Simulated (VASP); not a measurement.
# N (P6_3/mmc) in VASP: settings compared

The runs below take N through single point, with PBEsol, r2SCAN.

Program: VASP 6.6.1. These are calculated values, not measurements. Logs are shortened: lines on timing, memory, paths and dates and some standing lists are left out, and cuts for length are marked.

**1. The cell of the first run**

Symmetry: P6_3/mmc, No. 194, hexagonal system. Conventional cell: a = 2.519 Å, b = 2.519 Å, c = 2.446 Å, α = 90.00°, β = 90.00°, γ = 120.00°. N (site symmetry -6m2) has 8 N at 1.90 to 2.45 Å within 2.5 Å.

**2. Single point, PBEsol**

INCAR reads:

```
ALGO = Normal
EDIFF = 1E-6
ENCUT = 600
GGA = PS
GGA_COMPAT = False
ISIF = 2
ISMEAR = -1
LASPH = True
LCHARG = True
LELF = True
LREAL = False
LVHAR = True
LWAVE = False
NBANDS = 12
NELM = 120
PREC = Accurate
SIGMA = 0.05
```

KPOINTS reads:

```
k-points
0
Gamma
  6 6 6
```

POSCAR reads:

```
N
1.0
    2.5194740000      0.0000000000      0.0000000000
   -1.2597370000      2.1819284882      0.0000000000
    0.0000000000      0.0000000000      2.4460020000
N
2
Direct
    0.6666670000      0.3333330000      0.2500000000
    0.3333330000      0.6666670000      0.7500000000
```

Potentials or basis: VASP PAW PBE potentials, release 64 (N).

The run is started by

```console
> cat potpaw_PBE.64/N/POTCAR > POTCAR
> mpirun -np 1 vasp_std > vasp.out
```

OUTCAR:

```text
EDIFF = 1E-6
   ENCUT = 600
   GGA = PS
   ISIF = 2
   ISMEAR = -1
   LASPH = True
   LREAL = False
   NELM = 120
   PREC = Accurate

 ion  position               nearest neighbor table
   1  0.667  0.333  0.250-
   2  0.333  0.667  0.750-

  LATTYP: Found a hexagonal cell.
 ALAT       =     2.5194740000
 C/A-ratio  =     0.9708383575

  Lattice vectors:

 A1 = (   2.5194740000,   0.0000000000,   0.0000000000)
 A2 = (  -1.2597370000,   2.1819284882,   0.0000000000)
 A3 = (   0.0000000000,   0.0000000000,   2.4460020000)

Analysis of symmetry for initial positions (statically):
=====================================================================
 Subroutine PRICEL returns:
 Original cell was already a primitive cell.

 Routine SETGRP: Setting up the symmetry group for a
 hexagonal supercell.

 Subroutine GETGRP returns: Found 24 space group operations
 (whereof 12 operations were pure point group operations)
 out of a pool of 24 trial point group operations.

The static configuration has the point symmetry D_3d.
 The point group associated with its full space group is D_6h.

Analysis of symmetry for dynamics (positions and initial velocities):
=====================================================================
 Subroutine PRICEL returns:
 Original cell was already a primitive cell.

 Routine SETGRP: Setting up the symmetry group for a
 hexagonal supercell.

 Subroutine GETGRP returns: Found 24 space group operations
 (whereof 12 operations were pure point group operations)
 out of a pool of 24 trial point group operations.

The dynamic configuration has the point symmetry D_3d.
 The point group associated with its full space group is D_6h.

 Subroutine INISYM returns: Found 24 space group operations
 (whereof 12 operations are pure point group operations),
 and found     1 'primitive' translations

----------------------------------------------------------------------------------------

                                     Primitive cell

  volume of cell :      13.4464

  direct lattice vectors                    reciprocal lattice vectors
     2.519474000  0.000000000  0.000000000     0.396908244  0.229155081  0.000000000
    -1.259737000  2.181928488  0.000000000     0.000000000  0.458310163  0.000000000
     0.000000000  0.000000000  2.446002000     0.000000000  0.000000000  0.408830410

  length of vectors
     2.519474000  2.519474000  2.446002000     0.458310163  0.458310163  0.408830410

  position of ions in fractional coordinates (direct lattice)
     0.666667000  0.333333000  0.250000000
     0.333333000  0.666667000  0.750000000

  ion indices of the primitive-cell ions
   primitive index   ion index
                 1           1
                 2           2

----------------------------------------------------------------------------------------

 KPOINTS: k-points

Automatic generation of k-mesh.
 Grid dimensions read from file:
 generate k-points for:    6    6    6

 Generating k-lattice:

  Cartesian coordinates                     Fractional coordinates (reciprocal lattice)
     0.066151374  0.038192514  0.000000000     0.166666667  0.000000000  0.000000000
     0.000000000  0.076385027  0.000000000     0.000000000  0.166666667  0.000000000
     0.000000000  0.000000000  0.068138402     0.000000000  0.000000000  0.166666667

  Length of vectors
     0.076385027  0.076385027  0.068138402

  Shift w.r.t. Gamma in fractional coordinates (k-lattice)
     0.000000000  0.000000000  0.000000000

 Subroutine IBZKPT returns following result:
 ===========================================

 Found     28 irreducible k-points:

 Following reciprocal coordinates:
            Coordinates               Weight
  0.000000  0.000000  0.000000      1.000000
  0.166667 -0.000000  0.000000      6.000000
  0.333333 -0.000000  0.000000      6.000000
  0.500000 -0.000000  0.000000      3.000000
  0.166667  0.166667  0.000000      6.000000
  0.333333  0.166667  0.000000     12.000000
[... 16 lines left out ...]
  0.166667 -0.000000  0.500000      6.000000
  0.333333 -0.000000  0.500000      6.000000
 [... further k-points ...]
   k-points           NKPTS =     28   k-points in BZ     NKDIM =     28   number of bands    NBANDS=     12
   number of dos      NEDOS =    301   number of ions     NIONS =      2
   total plane-waves  NPLWV =   8000
   dimension x,y,z NGX =    20 NGY =   20 NGZ =   20
   dimension x,y,z NGXF=    40 NGYF=   40 NGZF=   40
   ions per type =               2
   NGX,Y,Z   is equivalent  to a cutoff of  13.20, 13.20, 13.59 a.u.
   NGXF,Y,Z  is equivalent  to a cutoff of  26.39, 26.39, 27.19 a.u.
 SYSTEM =  unknown system
   PREC   = accura    normal or accurate (medium, high low for compatibility)
   ISTART =      0    job   : 0-new  1-cont  2-samecut
   ICHARG =      2    charge: 1-file 2-atom 10-const
   ISPIN  =      1    spin polarized calculation?
   LNONCOLLINEAR =      F non collinear calculations
   LSORBIT =      F    spin-orbit coupling
   LASPH  =      T    aspherical Exc in radial PAW
   ENCUT  =  600.0 eV  44.10 Ry    6.64 a.u.   5.03  5.03  4.89*2*pi/ulx,y,z
   NELM   =    120;   NELMIN=  2; NELMDL= -5     # of ELM steps
   EDIFF  = 0.1E-05   stopping-criterion for ELM
   LREAL  =      F    real-space projection
   EDIFFG = 0.1E-04   stopping-criterion for IOM
   NSW    =      0    number of steps for IOM
   IBRION =     -1    ionic relax: 0-MD 1-quasi-New 2-CG
   NFREE  =      0    steps in history (QN), initial steepest desc. (CG)
   ISIF   =      2    stress and relaxation
   ISYM   =      2    0-nonsym 1-usesym 2-fastsym
   POTIM  = 0.5000    time-step for ionic-motion
   TEBEG  =    0.0;   TEEND  =   0.0 temperature during run
   PSTRESS=    0.0 pullay stress
   NELECT =      10.0000    total number of electrons
   NUPDOWN=      -1.0000    fix difference up-down
   EMIN   =  10.00;   EMAX   =-10.00  energy-range for DOS
   EFERMI =   0.00;   METHOD = LEGACY
   ISMEAR =    -1;   SIGMA  =   0.05  broadening in eV -4-tet -1-fermi 0-gaus
   EFERMI_NEDOS =   21; number of points for ismear=-14 and -15
   IALGO  =     38    algorithm
   IMIX   =      4    mixing-type and parameters
     AMIX     =   0.40;   BMIX     =  1.00
     AMIX_MAG =   1.60;   BMIX_MAG =  1.00
  volume/ion in A,a.u.               =       6.72        45.37
  Fermi-wavevector in a.u.,A,eV,Ry     =   1.483221  2.802881 29.932048  2.199944
  Thomas-Fermi vector in A             =   2.596909
   LORBIT       =      0    0 simple, 1 ext, 2 COOP (PROOUT), +10 PAW based schemes
   GGA     = PS    functional components
   LHFCALC =     F    Hartree Fock is set to
   AEXX    =    0.0000 exact exchange contribution
   IVDW    =     0    specifies the selected vdW correction
   LEPSILON=     F    determine dielectric tensor
   LRPA    =     F    only Hartree local field effects (RPA)
 non-spin polarized calculation
  energy-cutoff  :      600.00
  volume of cell :       13.45
 maximum number of plane-waves:       456
 NGX is ok and might be reduce to    20
   NGX =  9   NGY =  9   NGZ =  9

 number of electron      10.0000000 magnetization

 Free energy of the ion-electron system (eV)
  ---------------------------------------------------
  ext. energy  EPLUGINS =         0.00000000
  ---------------------------------------------------
  free energy    TOTEN  =       -10.47823565 eV

  energy without entropy =      -10.47155252  energy(sigma->0) =      -10.47489408

 E-fermi :   6.9331     XC(G=0): -13.2684

 val. band max:        6.9069800883   @ k =   0.1667  -0.0000   0.3333
 cond. band min:       7.0987179802   @ k =   0.3333   0.3333   0.0000
 fundamental gap:      0.1917378919
 Fermi energy:         6.9331290416

 k-point     1 :       0.0000    0.0000    0.0000
  band No.  band energies     occupation
      1     -15.0900      2.00000
      2       1.4017      2.00000
      3       2.1777      2.00000
      4       4.6473      2.00000
      5       4.6474      2.00000
      6       9.8347      0.00000
      7       9.8348      0.00000
      8      13.1720      0.00000
      9      21.3020      0.00000
     10      24.8007      0.00000
     11      32.1840      0.00000
     12      32.1840      0.00000

 k-point     2 :       0.1667   -0.0000    0.0000
  band No.  band energies     occupation
      1     -14.4213      2.00000
      2      -0.5838      2.00000
      3       2.7190      2.00000
      4       3.7500      2.00000
      5       4.7872      2.00000
      6       9.6215      0.00000
      7      10.6858      0.00000
      8      12.3267      0.00000
      9      22.6306      0.00000
     10      24.3966      0.00000
     11      33.3120      0.00000
     12      33.3796      0.00000

 k-point     3 :       0.3333   -0.0000    0.0000
  band No.  band energies     occupation
      1     -12.5023      2.00000
      2      -4.5658      2.00000
      3       2.4843      2.00000
      4       4.1882      2.00000
      5       4.8259      2.00000
      6       9.5684      0.00000
      7      10.2848      0.00000
      8      11.7638      0.00000
      9      21.4864      0.00000
     10      27.5575      0.00000
     11      34.3346      0.00000
     12      35.0824      0.00000
[... 286 lines left out ...]
 k-point    23 :       0.1667   -0.0000    0.5000
  band No.  band energies     occupation
      1      -9.5147      2.00000
      2      -9.5147      2.00000
      3       4.6590      2.00000
      4       4.6590      2.00000
      5       7.2191      0.00654
      6       7.2191      0.00654
      7      10.6068      0.00000
      8      10.6068      0.00000
      9      26.3023      0.00000
     10      26.3023      0.00000
     11      32.0302      0.00000
     12      32.0302      0.00000

 k-point    24 :       0.3333   -0.0000    0.5000
  band No.  band energies     occupation
      1      -7.8039      2.00000
      2      -7.8039      2.00000
      3       0.7074      2.00000
      4       0.7074      2.00000
      5       6.5334      1.99933
      6       6.5334      1.99933
      7      11.0726      0.00000
      8      11.0726      0.00000
      9      25.8470      0.00000
     10      25.8470      0.00000
     11      36.3044      0.00000
     12      36.3044      0.00000

 [... further k-points ...]

------------------------ aborting loop because EDIFF is reached ----------------------------------------

  FORCE on cell =-STRESS in cart. coord.  units (eV):
  Direction    XX          YY          ZZ          XY          YZ          ZX
  --------------------------------------------------------------------------------------
  -------------------------------------------------------------------------------------
  Total        0.3553998      0.3553998     -0.3256803      0.0000000     -0.0000000      0.0000000
  in kB       42.3468017     42.3468017    -38.8056450      0.0000000     -0.0000000      0.0000000
  external PRESSURE =      15.2959862 kB  Pullay stress =       0.0000000 kB

 VOLUME and BASIS-vectors are now :
 -----------------------------------------------------------------------------
  energy-cutoff  :      600.00
  volume of cell :       13.45
      direct lattice vectors                 reciprocal lattice vectors
     2.519474000  0.000000000  0.000000000     0.396908244  0.229155081  0.000000000
    -1.259737000  2.181928488  0.000000000     0.000000000  0.458310163  0.000000000
     0.000000000  0.000000000  2.446002000     0.000000000  0.000000000  0.408830410

 POSITION                                       TOTAL-FORCE (eV/Angst)
 -----------------------------------------------------------------------------------
      1.25974      0.72731      0.61150        -0.000000      0.000000      0.000000
     -0.00000      1.45462      1.83450         0.000000      0.000000      0.000000
 -----------------------------------------------------------------------------------
    total drift:                               -0.000192      0.000111      0.000003

  FREE ENERGIE OF THE ION-ELECTRON SYSTEM (eV)
  ---------------------------------------------------
  free  energy   TOTEN  =       -10.4782356526 eV

  energy  without entropy=      -10.4715525161  energy(sigma->0) =      -10.47489408
```

It took 7.2 s on 1 thread of Intel Xeon 8259CL, shared host; peak memory 0.12 GiB.

What came out:

```yaml
Free_energy: -10.4782 eV
Pressure: 1.5 GPa
Band_gap_on_the_k_mesh: zero (band 5 reaches 7.88 eV, above the bottom of band 6 at 3.07 eV)
```

Caveat: the k points lie up to 0.48 Å⁻¹ apart; the PAW data sets were made with another functional, which shifts forces and pressure a little.

**3. Single point, r2SCAN**

POSCAR is that of step 2.

INCAR.step1 reads:

```
SYSTEM = N
PREC = Accurate
ENCUT = 660
ISMEAR = -1
SIGMA = 0.05
LREAL = .FALSE.
LASPH = .TRUE.
NELM = 120
NBANDS = 12
GGA = PE
ALGO = Normal
EDIFF = 1E-5
LWAVE = .TRUE.
LCHARG = .FALSE.
GGA_COMPAT = .FALSE.
```

INCAR.step2 reads:

```
SYSTEM = N
PREC = Accurate
ENCUT = 660
EDIFF = 1E-6
ISMEAR = -1
SIGMA = 0.05
LREAL = .FALSE.
LASPH = .TRUE.
NELM = 120
ALGO = Normal
ISIF = 2
LWAVE = .FALSE.
LCHARG = .TRUE.
METAGGA = R2SCAN
LMIXTAU = .TRUE.
LELF = .TRUE.
LVHAR = .TRUE.
NBANDS = 12
ISTART = 1
GGA_COMPAT = .FALSE.
```

KPOINTS reads:

```
regular mesh
0
G
  6 6 6
  0 0 0
```

Potentials or basis: VASP PAW PBE potentials, release 64 (N).

The run is started by

```console
> cat potpaw_PBE.64/N/POTCAR > POTCAR
> cp INCAR.step1 INCAR
> mpirun -np 1 vasp_std > vasp.out
> cp INCAR.step2 INCAR
> mpirun -np 1 vasp_std > vasp.out
```

Wall time 30 s (1 thread of Intel Xeon 8259CL, shared host); peak memory 0.13 GiB.

The run converged. Its results:

| Quantity | Value |
| --- | --- |
| Free energy | -10.7026 eV |
| Pressure | 8.7 GPa |
| Band gap on the k mesh | zero (band 5 reaches 7.83 eV, above the bottom of band 6 at 2.93 eV) |

Stress tensor (GPa, compression positive):
```
11.44  0.00  0.00
 0.00 11.44  0.00
 0.00  0.00  3.33
```

Levels at points of the mesh, in eV from the Fermi level:
```tsv
k point	band 1	band 2	band 3	band 4	band 5	band 6	band 7	band 8	band 9	band 10
(0.00, 0.00, 0.00)	-23.16	-6.25	-4.95	-2.43	-2.43	3.12	3.12	6.76	15.75	19.25
(0.50, 0.00, 0.00)	-18.43	-15.23	-5.17	-2.32	-1.47	1.97	3.01	5.54	14.68	25.73
(0.00, 0.00, 0.50)	-18.01	-18.01	0.70	0.70	0.70	0.70	2.34	2.34	23.03	23.03
(0.50, 0.00, 0.50)	-14.18	-14.18	-8.85	-8.85	-0.72	-0.72	4.48	4.48	20.59	20.59
```

Caveat: the k points lie up to 0.48 Å⁻¹ apart; the PAW data sets were made with another functional, which shifts forces and pressure a little.
